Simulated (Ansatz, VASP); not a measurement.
## One calculation of HC12, two programs

The input INCAR:

```
PREC     = Accurate       # precision mode
ENCUT    = 520            # plane-wave cutoff, eV
EDIFF    = 1E-7           # SCF threshold, eV
ISMEAR   = 0              # smearing method
SIGMA    = 0.05           # smearing width, eV
LREAL    = Auto         
LASPH    = T              # aspherical terms in the spheres
NELM     = 100            # most SCF steps
ALGO     = Normal         # electronic algorithm
ISIF     = 2              # what is computed and relaxed
LWAVE    = F              # write WAVECAR
LCHARG   = F              # write CHGCAR
LDIPOL   = T            
IDIPOL   = 3            
DIPOL    = 0.5 0.5 0.292
GGA      = PE             # functional
NBANDS   = 68             # bands
```

KPOINTS

```
regular mesh
0
Gamma
  5 5 1
```

File POSCAR:

```
HC12
1.0
    5.0509324483      0.0000000000      0.0000000000
    0.0000000000      5.0509324483      0.0000000000
    0.0000000000      0.0000000000     22.3754933530
C H
24 2
Direct
    0.0000000000      0.2500000000      0.1787670080
    0.0000000000      0.7500000000      0.1787670080
    0.5000000000      0.2500000000      0.1787670080
    0.5000000000      0.7500000000      0.1787670080
    0.0000000000      0.0000000000      0.2186716990
    0.0000000000      0.5000000000      0.2186716990
    0.5000000000      0.0000000000      0.2186716990
    0.5000000000      0.5000000000      0.2186716990
    0.2500000000      0.0000000000      0.2585763899
    0.2500000000      0.5000000000      0.2585763899
    0.7500000000      0.0000000000      0.2585763899
    0.7500000000      0.5000000000      0.2585763899
    0.2500000000      0.2500000000      0.2976014419
    0.2500000000      0.7500000000      0.2976014419
    0.7500000000      0.2500000000      0.2976014419
    0.7500000000      0.7500000000      0.2976014419
    0.0000000000      0.2500000000      0.3394883053
    0.0000000000      0.7500000000      0.3394883053
    0.5000000000      0.2500000000      0.3394883053
    0.5000000000      0.7500000000      0.3394883053
    0.0000000000      0.0000000000      0.3743154719
    0.0000000000      0.5000000000      0.3743154719
    0.5000000000      0.0000000000      0.3743154719
    0.5000000000      0.5000000000      0.3743154719
    0.9356554451      0.3750000000      0.4659335635
    1.0643445549      0.3750000000      0.4659335635
```

Input for Ansatz:

```yaml
crystal:
  lattice:
    - [5.0509324483, 0.0, 0.0]
    - [0.0, 5.0509324483, 0.0]
    - [0.0, 0.0, 22.375493353]
  atoms:
    - { symbol: C, position: [0.0, 0.25, 0.178767008] }
    - { symbol: C, position: [0.0, 0.75, 0.178767008] }
    - { symbol: C, position: [0.5, 0.25, 0.178767008] }
    - { symbol: C, position: [0.5, 0.75, 0.178767008] }
    - { symbol: C, position: [0.0, 0.0, 0.218671699] }
    - { symbol: C, position: [0.0, 0.5, 0.218671699] }
    - { symbol: C, position: [0.5, 0.0, 0.218671699] }
    - { symbol: C, position: [0.5, 0.5, 0.218671699] }
    - { symbol: C, position: [0.25, 0.0, 0.2585763899] }
    - { symbol: C, position: [0.25, 0.5, 0.2585763899] }
    - { symbol: C, position: [0.75, 0.0, 0.2585763899] }
    - { symbol: C, position: [0.75, 0.5, 0.2585763899] }
    - { symbol: C, position: [0.25, 0.25, 0.2976014419] }
    - { symbol: C, position: [0.25, 0.75, 0.2976014419] }
    - { symbol: C, position: [0.75, 0.25, 0.2976014419] }
    - { symbol: C, position: [0.75, 0.75, 0.2976014419] }
    - { symbol: C, position: [0.0, 0.25, 0.3394883053] }
    - { symbol: C, position: [0.0, 0.75, 0.3394883053] }
    - { symbol: C, position: [0.5, 0.25, 0.3394883053] }
    - { symbol: C, position: [0.5, 0.75, 0.3394883053] }
    - { symbol: C, position: [0.0, 0.0, 0.3743154719] }
    - { symbol: C, position: [0.0, 0.5, 0.3743154719] }
    - { symbol: C, position: [0.5, 0.0, 0.3743154719] }
    - { symbol: C, position: [0.5, 0.5, 0.3743154719] }
    - { symbol: H, position: [0.9356554451, 0.375, 0.4659335635] }
    - { symbol: H, position: [1.0643445549, 0.375, 0.4659335635] }
basis:
  ecutwfc: 420
kpoints:
  mp_grid: { grid: [5, 5, 1] }
hamiltonian:
  xc: pbe
  pseudopotentials: { kind: paw, azcp: { folder: soft_1 } }
scf:
  occupations: { method: gaussian, width: 0.05 }
output:
  forces: true
  eigenvalues: true
efield:
  axis: 3
  dipole_correction: true
  ramp_width: 0.04
```

Alike in both runs: task single point; functional PBE; k mesh 5 × 5 × 1; occupations gaussian, width 0.05 eV; no spin polarisation.

|  | VASP | Ansatz |
| --- | --- | --- |
| version | VASP 6.6.1 | Ansatz 0.2.0 |
| potentials or method | VASP PAW PBE potentials, release 64 (C, H), cutoff 520 eV | scalar-relativistic, plane waves, PAW |
| valence electrons in the cell | 98 | 98 |

|  | VASP | Ansatz | Ansatz less VASP |
| --- | --- | --- | --- |
| gap on the k mesh at the Fermi level (eV) | none | none | - |
| rms of the force components (eV/Å) | 1.137 | 1.137 | -0.0001 |

Atom by atom the forces differ by 0.014 eV/Å (rms over components). A gap of «none» marks a metal or a gap that the smearing closes. The functional is the same, so the differences come from potentials, cutoffs and numerics.
